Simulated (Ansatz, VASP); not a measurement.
# Sn4Se3S: VASP beside Ansatz

INCAR

```
ALGO = Normal
EDIFF = 1E-6
ENCUT = 520
GGA = PE
ISIF = 2
ISMEAR = 0
LASPH = T
LCHARG = F
LREAL = F
LWAVE = F
NBANDS = 50
NELM = 100
PREC = Accurate
SIGMA = 0.1
```

File KPOINTS:

```
k-points
0
Gamma
  4 4 2
```

POSCAR

```
Sn4Se3S
1.0
    4.2729569100      0.0000000000      0.0000000000
    0.0000000000      6.0428736200      0.0000000000
    0.0000000000      0.0000000000      8.5459138200
Sn Se S
4 3 1
Direct
    0.0000000000      0.0000000000      0.0000000000
    0.5000000000      0.5000000000      0.2500000000
    0.0000000000      0.0000000000      0.5000000000
    0.5000000000      0.5000000000      0.7500000000
    0.5000000000      0.0000000000      0.2500000000
    0.0000000000      0.5000000000      0.5000000000
    0.5000000000      0.0000000000      0.7500000000
    0.0000000000      0.5000000000      0.0000000000
```

Input for Ansatz:

```yaml
crystal:
  lattice:
    - [4.27295691, 0.0, 0.0]
    - [0.0, 6.04287362, 0.0]
    - [0.0, 0.0, 8.54591382]
  atoms:
    - { symbol: Sn, position: [0.0, 0.0, 0.0] }
    - { symbol: Sn, position: [0.5, 0.5, 0.25] }
    - { symbol: Sn, position: [0.0, 0.0, 0.5] }
    - { symbol: Sn, position: [0.5, 0.5, 0.75] }
    - { symbol: Se, position: [0.5, 0.0, 0.25] }
    - { symbol: Se, position: [0.0, 0.5, 0.5] }
    - { symbol: Se, position: [0.5, 0.0, 0.75] }
    - { symbol: S, position: [0.0, 0.5, 0.0] }
basis:
  ecutwfc: 420
kpoints:
  mp_grid: { grid: [4, 4, 2] }
hamiltonian:
  xc: pbe
scf:
  occupations: { method: gaussian, width: 0.1 }
  lower_state_search: "off"
output:
  forces: true
  stress: true
  eigenvalues: true
```

Alike in both runs: task single point; functional PBE; k mesh 4 × 4 × 2; occupations gaussian, width 0.1 eV; no spin polarisation.

|  | VASP | Ansatz |
| --- | --- | --- |
| version | VASP 6.6.1 | Ansatz 0.2.0 |
| potentials or method | VASP PAW PBE potentials, release 64 (Sn_d, Se, S), cutoff 520 eV | scalar-relativistic, plane waves, PAW |
| valence electrons in the cell | 80 | 110 |

```csv
,VASP,Ansatz,Ansatz less VASP
gap on the k mesh at the Fermi level (eV),0.36,0.36,0.000
least direct gap on the mesh (eV),0.36,0.36,0.000
pressure (GPa),-1.3,-1.3,+0.02
"traceless stress, the component that is largest in VASP (GPa)",-0.05,-0.05,0.000
rms of the force components (eV/Å),0.100,0.100,-0.0006
```

Atom by atom the forces differ by 0.001 eV/Å (rms over components). The functional is the same, so the differences come from potentials, cutoffs and numerics. VASP's potentials hold 80 valence electrons a cell and Ansatz's 110, so a difference there can come from the potentials and not from the codes.
